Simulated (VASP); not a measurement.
Write the native input for VASP 6.6.1 that does the following.

* Task: single point
* Functional: PBE
* Dispersion: D3(BJ)
* Potentials or basis: VASP PAW PBE potentials, release 64 (Na_pv, I)
* Cutoff: 520 eV
* k mesh: 8 × 8 × 8
* Occupations: gaussian, width 0.05 eV
* Spin: no spin polarisation
* Dipole correction: no
* Further INCAR settings: ALGO = Normal; EDIFF = 1e-06; NBANDS = 22

The structure of NaI lies in POSCAR:

```
NaI
1.0
   -2.2145135000      2.2477312025      8.3637720000
    2.2145135000     -2.2477312025      8.3637720000
    2.2145135000      2.2477312025     -8.3637720000
Na I
2 2
Direct
    0.2500000000      0.7500000000      0.5000000000
    0.5000000000      0.5000000000      0.0000000000
    0.7500000000      0.2500000000      0.5000000000
    0.0000000000      0.0000000000      0.0000000000
```

This cell differs from its parent crystal: strain +0.0150 x Voigt [0, 1, 0, 0, 0, 0].

These files were run (other wordings do the same):

INCAR

```
ALGO = Normal
EDIFF = 1E-6
ENCUT = 520
GGA = PE
ISIF = 2
ISMEAR = 0
IVDW = 12
LASPH = True
LCHARG = False
LREAL = False
LWAVE = False
NBANDS = 22
NELM = 80
PREC = Accurate
SIGMA = 0.05
```

KPOINTS

```
k-points
0
Gamma
  8 8 8
```

Potentials or basis: VASP PAW PBE potentials, release 64 (Na_pv, I).

Run with:

```sh
$ cat potpaw_PBE.64/Na_pv/POTCAR potpaw_PBE.64/I/POTCAR > POTCAR
$ mpirun -np 1 vasp_std > vasp.out
```

Results of the run:

The pressure is -1.0 GPa and the largest force is 0.008 eV/Å. The band gap on the k mesh is 3.03 eV (least direct gap 3.06 eV) and the dispersion energy per atom is -0.199 eV.

Caveat: the cell differs from its parent crystal (strain +0.0150 x Voigt [0, 1, 0, 0, 0, 0]); spin-orbit coupling is left out, which moves the levels of the heavy elements.

Run time: 17 min on 1 thread of Intel(R) Xeon(R) Platinum 8259CL CPU @ 2.50GHz (Skylake/Cascade Lake), on a shared host, peak memory 0.81 GiB.
